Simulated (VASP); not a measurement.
Here is a VASP 6.6.1 calculation.

POSCAR

```
Na
1.0
   -2.1125000000      2.1125000000      2.1125000000
    2.1125000000     -2.1125000000      2.1125000000
    2.1125000000      2.1125000000     -2.1125000000
Na
1
Direct
    0.0000000000      0.0000000000      0.0000000000
```

The input INCAR.step1:

```
SYSTEM = Na
PREC = Accurate
ENCUT = 520
ISMEAR = 1
SIGMA = 1.0
LREAL = .FALSE.
LASPH = .TRUE.
NELM = 60
NBANDS = 10
GGA = PE
ALGO = Normal
EDIFF = 1E-4
LWAVE = .TRUE.
LCHARG = .FALSE.
```

Contents of INCAR.step2:

```
SYSTEM = Na
PREC = Accurate
ENCUT = 520
EDIFF = 1E-6
ISMEAR = 1
SIGMA = 1.0
LREAL = .FALSE.
LASPH = .TRUE.
NELM = 60
ALGO = Normal
ISIF = 2
LWAVE = .FALSE.
LCHARG = .TRUE.
METAGGA = R2SCAN
LMIXTAU = .TRUE.
LELF = .TRUE.
LVHAR = .TRUE.
NBANDS = 10
ISTART = 1
```

KPOINTS

```
regular mesh
0
G
  11 11 11
  0 0 0
```

Potentials or basis: VASP PAW PBE potentials, release 64 (Na_pv).

The run is started by

```bash
$ cat potpaw_PBE.64/Na_pv/POTCAR > POTCAR
$ cp INCAR.step1 INCAR
$ mpirun -np 1 vasp_std > vasp.out
$ cp INCAR.step2 INCAR
$ mpirun -np 1 vasp_std > vasp.out
```

Question: Estimate the pressure.

Answer: 0.1 GPa.

Question: Estimate the band gap on the k mesh.

Answer: Zero (an odd number of electrons rules out a gap without spin polarisation).

Caveat: so wide a smearing shifts energies and pressures; the PAW data sets were made with another functional, which shifts forces and pressure a little.
